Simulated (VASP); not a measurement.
# Lu (Im-3m) in VASP: a series of runs

The runs below take Lu through single point, with PBE.

Everything below comes from runs of VASP 6.6.1. Logs are shortened: lines on timing, memory, paths and dates and some standing lists are left out, and cuts for length are marked.

**1. The cell of the first run**

The structure is cubic, space group Im-3m (No. 229). The conventional cell has a = 3.870 Å, b = 3.870 Å, c = 3.870 Å, α = 90.00°, β = 90.00°, γ = 90.00°. Within 4.4 Å of Lu (site symmetry m-3m) lie 14 Lu at 3.35 to 3.87 Å.

This isn't the form of Lu at room conditions, which is hcp.

**2. Single point, PBE**

Input file INCAR:

```
SYSTEM = Lu
  ALGO = Normal
  EDIFF = 1E-6
  ENCUT = 520
  GGA = PE
  ISIF = 2
  ISMEAR = -1
  LASPH = .TRUE.
  LCHARG = .TRUE.
  LELF = .TRUE.
  LREAL = .FALSE.
  LVHAR = .TRUE.
  LWAVE = .FALSE.
  NBANDS = 18
  NELM = 100
  PREC = Accurate
  SIGMA = 0.06122561905347299
```

Input file KPOINTS:

```
k-points
0
G
  20 20 20
  0 0 0
```

Input file POSCAR:

```
Lu
1.0
   -1.9351730310      1.9351730310      1.9351730310
    1.9351730310     -1.9351730310      1.9351730310
    1.9351730310      1.9351730310     -1.9351730310
Lu
1
Direct
    0.0000000000      0.0000000000      0.0000000000
```

Potentials or basis: VASP PAW PBE potentials, release 64 (Lu).

Launch:

```bash
$ cat potpaw_PBE.64/Lu/POTCAR > POTCAR
$ mpirun -np 1 vasp_std > vasp.out
```

OUTCAR:

```text
SYSTEM = Lu
   EDIFF = 1E-6
   ENCUT = 520
   GGA = PE
   ISIF = 2
   ISMEAR = -1
   LASPH = .TRUE.
   LREAL = .FALSE.
   NELM = 100
   PREC = Accurate

 ion  position               nearest neighbor table
   1  0.000  0.000  0.000-

  LATTYP: Found a body centered cubic cell.
 ALAT       =     3.8703460620

  Lattice vectors:

 A1 = (  -1.9351730310,   1.9351730310,   1.9351730310)
 A2 = (   1.9351730310,  -1.9351730310,   1.9351730310)
 A3 = (   1.9351730310,   1.9351730310,  -1.9351730310)

Analysis of symmetry for initial positions (statically):
=====================================================================
 Subroutine PRICEL returns:
 Original cell was already a primitive cell.

 Routine SETGRP: Setting up the symmetry group for a
 body centered cubic supercell.

 Subroutine GETGRP returns: Found 48 space group operations
 (whereof 48 operations were pure point group operations)
 out of a pool of 48 trial point group operations.

The static configuration has the point symmetry O_h .

Analysis of symmetry for dynamics (positions and initial velocities):
=====================================================================
 Subroutine PRICEL returns:
 Original cell was already a primitive cell.

 Routine SETGRP: Setting up the symmetry group for a
 body centered cubic supercell.

 Subroutine GETGRP returns: Found 48 space group operations
 (whereof 48 operations were pure point group operations)
 out of a pool of 48 trial point group operations.

The dynamic configuration has the point symmetry O_h .

 Subroutine INISYM returns: Found 48 space group operations
 (whereof 48 operations are pure point group operations),
 and found     1 'primitive' translations

----------------------------------------------------------------------------------------

                                     Primitive cell

  volume of cell :      28.9881

  direct lattice vectors                    reciprocal lattice vectors
    -1.935173031  1.935173031  1.935173031     0.000000000  0.258374828  0.258374828
     1.935173031 -1.935173031  1.935173031     0.258374828  0.000000000  0.258374828
     1.935173031  1.935173031 -1.935173031     0.258374828  0.258374828  0.000000000

  length of vectors
     3.351818011  3.351818011  3.351818011     0.365397187  0.365397187  0.365397187

  position of ions in fractional coordinates (direct lattice)
     0.000000000  0.000000000  0.000000000

  ion indices of the primitive-cell ions
   primitive index   ion index
                 1           1

----------------------------------------------------------------------------------------

 KPOINTS: k-points

Automatic generation of k-mesh.
 Grid dimensions read from file:
 generate k-points for:   20   20   20

 Generating k-lattice:

  Cartesian coordinates                     Fractional coordinates (reciprocal lattice)
     0.000000000  0.012918741  0.012918741     0.050000000  0.000000000  0.000000000
     0.012918741  0.000000000  0.012918741     0.000000000  0.050000000  0.000000000
     0.012918741  0.012918741  0.000000000     0.000000000  0.000000000  0.050000000

  Length of vectors
     0.018269859  0.018269859  0.018269859

  Shift w.r.t. Gamma in fractional coordinates (k-lattice)
     0.000000000  0.000000000  0.000000000

 Subroutine IBZKPT returns following result:
 ===========================================

 Found    256 irreducible k-points:

 Following reciprocal coordinates:
            Coordinates               Weight
  0.000000  0.000000  0.000000      1.000000
  0.050000  0.000000  0.000000     12.000000
  0.100000  0.000000  0.000000     12.000000
  0.150000  0.000000  0.000000     12.000000
  0.200000  0.000000  0.000000     12.000000
  0.250000  0.000000  0.000000     12.000000
[... 16 lines left out ...]
  0.200000  0.100000 -0.000000     48.000000
  0.250000  0.100000  0.000000     48.000000
 [... further k-points ...]
   k-points           NKPTS =    256   k-points in BZ     NKDIM =    256   number of bands    NBANDS=     18
   number of dos      NEDOS =    301   number of ions     NIONS =      1
   total plane-waves  NPLWV =  21952
   dimension x,y,z NGX =    28 NGY =   28 NGZ =   28
   dimension x,y,z NGXF=    56 NGYF=   56 NGZF=   56
   ions per type =               1
   NGX,Y,Z   is equivalent  to a cutoff of  13.89, 13.89, 13.89 a.u.
   NGXF,Y,Z  is equivalent  to a cutoff of  27.78, 27.78, 27.78 a.u.
 SYSTEM =  Lu
   PREC   = accura    normal or accurate (medium, high low for compatibility)
   ISTART =      0    job   : 0-new  1-cont  2-samecut
   ICHARG =      2    charge: 1-file 2-atom 10-const
   ISPIN  =      1    spin polarized calculation?
   LNONCOLLINEAR =      F non collinear calculations
   LSORBIT =      F    spin-orbit coupling
   LASPH  =      T    aspherical Exc in radial PAW
   ENCUT  =  520.0 eV  38.22 Ry    6.18 a.u.   6.23  6.23  6.23*2*pi/ulx,y,z
   NELM   =    100;   NELMIN=  2; NELMDL= -5     # of ELM steps
   EDIFF  = 0.1E-05   stopping-criterion for ELM
   LREAL  =      F    real-space projection
   EDIFFG = 0.1E-04   stopping-criterion for IOM
   NSW    =      0    number of steps for IOM
   IBRION =     -1    ionic relax: 0-MD 1-quasi-New 2-CG
   NFREE  =      0    steps in history (QN), initial steepest desc. (CG)
   ISIF   =      2    stress and relaxation
   ISYM   =      2    0-nonsym 1-usesym 2-fastsym
   POTIM  = 0.5000    time-step for ionic-motion
   TEBEG  =    0.0;   TEEND  =   0.0 temperature during run
   PSTRESS=    0.0 pullay stress
   NELECT =      25.0000    total number of electrons
   NUPDOWN=      -1.0000    fix difference up-down
   EMIN   =  10.00;   EMAX   =-10.00  energy-range for DOS
   EFERMI =   0.00;   METHOD = LEGACY
   ISMEAR =    -1;   SIGMA  =   0.06  broadening in eV -4-tet -1-fermi 0-gaus
   EFERMI_NEDOS =   21; number of points for ismear=-14 and -15
   IALGO  =     38    algorithm
   IMIX   =      4    mixing-type and parameters
     AMIX     =   0.40;   BMIX     =  1.00
     AMIX_MAG =   1.60;   BMIX_MAG =  1.00
  volume/ion in A,a.u.               =      28.99       195.62
  Fermi-wavevector in a.u.,A,eV,Ry     =   1.558290  2.944742 33.038601  2.428269
  Thomas-Fermi vector in A             =   2.661816
   LORBIT       =      0    0 simple, 1 ext, 2 COOP (PROOUT), +10 PAW based schemes
   GGA     = PE    functional components
   LHFCALC =     F    Hartree Fock is set to
   AEXX    =    0.0000 exact exchange contribution
   IVDW    =     0    specifies the selected vdW correction
   LEPSILON=     F    determine dielectric tensor
   LRPA    =     F    only Hartree local field effects (RPA)
 non-spin polarized calculation
  energy-cutoff  :      520.00
  volume of cell :       28.99
 maximum number of plane-waves:       798
 NGX is ok and might be reduce to    28
   NGX = 13   NGY = 13   NGZ = 13

 number of electron      24.9999992 magnetization

 Free energy of the ion-electron system (eV)
  ---------------------------------------------------
  ext. energy  EPLUGINS =         0.00000000
  ---------------------------------------------------
  free energy    TOTEN  =        -4.39169119 eV

  energy without entropy =       -4.36398693  energy(sigma->0) =       -4.37783906

 E-fermi :   2.3976     XC(G=0): -10.6942

 val. band max:        2.3958714360   @ k =  -0.4000  -0.4500   0.0500
 cond. band min:       2.3988089251   @ k =   0.3000   0.1500   0.1000
 fundamental gap:      0.0029374892
 Fermi energy:         2.3975927202

 k-point     1 :       0.0000    0.0000    0.0000
  band No.  band energies     occupation
      1     -53.9945      2.00000
      2     -24.4096      2.00000
      3     -24.4096      2.00000
      4     -24.4096      2.00000
      5      -3.7786      2.00000
      6      -2.7597      2.00000
[... 10 lines left out ...]
     17       6.7753      0.00000
     18      14.0884      0.00000

 k-point     2 :       0.0500    0.0000    0.0000
  band No.  band energies     occupation
      1     -53.9937      2.00000
      2     -24.4226      2.00000
      3     -24.4138      2.00000
      4     -24.4096      2.00000
      5      -3.7046      2.00000
      6      -2.7590      2.00000
[... 10 lines left out ...]
     17       6.7743      0.00000
     18      14.1654      0.00000

 k-point     3 :       0.1000    0.0000    0.0000
  band No.  band energies     occupation
      1     -53.9913      2.00000
      2     -24.4602      2.00000
      3     -24.4257      2.00000
      4     -24.4097      2.00000
      5      -3.4862      2.00000
      6      -2.7571      2.00000
[... 10 lines left out ...]
     17       6.7755      0.00000
     18      14.3602      0.00000

 k-point     4 :       0.1500    0.0000    0.0000
  band No.  band energies     occupation
      1     -53.9877      2.00000
      2     -24.5180      2.00000
      3     -24.4443      2.00000
      4     -24.4099      2.00000
      5      -3.1348      2.00000
      6      -2.7545      2.00000
[... 10 lines left out ...]
     17       6.7902      0.00000
     18      14.5539      0.00000

 k-point     5 :       0.2000    0.0000    0.0000
  band No.  band energies     occupation
      1     -53.9831      2.00000
      2     -24.5899      2.00000
      3     -24.4677      2.00000
      4     -24.4100      2.00000
      5      -2.7517      2.00000
      6      -2.7406      2.00000
[... 10 lines left out ...]
     17       6.8315      0.00000
     18      14.4871      0.00000

 k-point     6 :       0.2500    0.0000    0.0000
  band No.  band energies     occupation
      1     -53.9781      2.00000
      2     -24.6683      2.00000
      3     -24.4934      2.00000
      4     -24.4103      2.00000
      5      -2.7496      2.00000
      6      -2.7315      2.00000
[... 307 lines left out ...]
 k-point    21 :       0.1000    0.1000    0.0000
  band No.  band energies     occupation
      1     -53.9857      2.00000
      2     -24.5495      2.00000
      3     -24.4436      2.00000
      4     -24.4218      2.00000
      5      -2.9306      2.00000
      6      -2.7524      2.00000
[... 10 lines left out ...]
     17       6.9269      0.00000
     18      14.8050      0.00000

 k-point    22 :       0.1500    0.1000   -0.0000
  band No.  band energies     occupation
      1     -53.9813      2.00000
      2     -24.6140      2.00000
      3     -24.4658      2.00000
      4     -24.4255      2.00000
      5      -2.7490      2.00000
      6      -2.7374      2.00000
[... 10 lines left out ...]
     17       7.0459      0.00000
     18      14.6696      0.00000

 k-point    23 :       0.2000    0.1000   -0.0000
  band No.  band energies     occupation
      1     -53.9765      2.00000
      2     -24.6833      2.00000
      3     -24.4940      2.00000
      4     -24.4271      2.00000
      5      -2.7461      2.00000
      6      -2.7296      2.00000
[... 10 lines left out ...]
     17       7.1621      0.00000
     18      13.7853      0.00000

 k-point    24 :       0.2500    0.1000    0.0000
  band No.  band energies     occupation
      1     -53.9717      2.00000
      2     -24.7508      2.00000
      3     -24.5234      2.00000
      4     -24.4280      2.00000
      5      -2.7446      2.00000
      6      -2.7231      2.00000
[... 10 lines left out ...]
     17       7.2707      0.00000
     18      12.8400      0.00000

 [... further k-points ...]

------------------------ aborting loop because EDIFF is reached ----------------------------------------

  FORCE on cell =-STRESS in cart. coord.  units (eV):
  Direction    XX          YY          ZZ          XY          YZ          ZX
  --------------------------------------------------------------------------------------
  -------------------------------------------------------------------------------------
  Total        0.1991867      0.1991867      0.1991867      0.0000000      0.0000000      0.0000000
  in kB       11.0090913     11.0090913     11.0090913      0.0000000      0.0000000      0.0000000
  external PRESSURE =      11.0090913 kB  Pullay stress =       0.0000000 kB

 VOLUME and BASIS-vectors are now :
 -----------------------------------------------------------------------------
  energy-cutoff  :      520.00
  volume of cell :       28.99
      direct lattice vectors                 reciprocal lattice vectors
    -1.935173031  1.935173031  1.935173031     0.000000000  0.258374828  0.258374828
     1.935173031 -1.935173031  1.935173031     0.258374828  0.000000000  0.258374828
     1.935173031  1.935173031 -1.935173031     0.258374828  0.258374828  0.000000000

 POSITION                                       TOTAL-FORCE (eV/Angst)
 -----------------------------------------------------------------------------------
      0.00000      0.00000      0.00000         0.000000     -0.000000     -0.000000
 -----------------------------------------------------------------------------------
    total drift:                                0.000000      0.000000      0.000000

  FREE ENERGIE OF THE ION-ELECTRON SYSTEM (eV)
  ---------------------------------------------------
  free  energy   TOTEN  =        -4.3916911914 eV

  energy  without entropy=       -4.3639869321  energy(sigma->0) =       -4.37783906
```

It took 67 s on 1 thread of AMD EPYC 9R45 (Zen 5), shared host; peak memory 0.25 GiB.

What came out:

```yaml
Free_energy: -4.3917 eV
Pressure: 1.1 GPa
Band_gap_on_the_k_mesh: zero (an odd number of electrons rules out a gap without spin polarisation)
```

Caveat: spin-orbit coupling is left out, which moves the levels of the heavy elements.

(Part 1 of 2 ends here.)
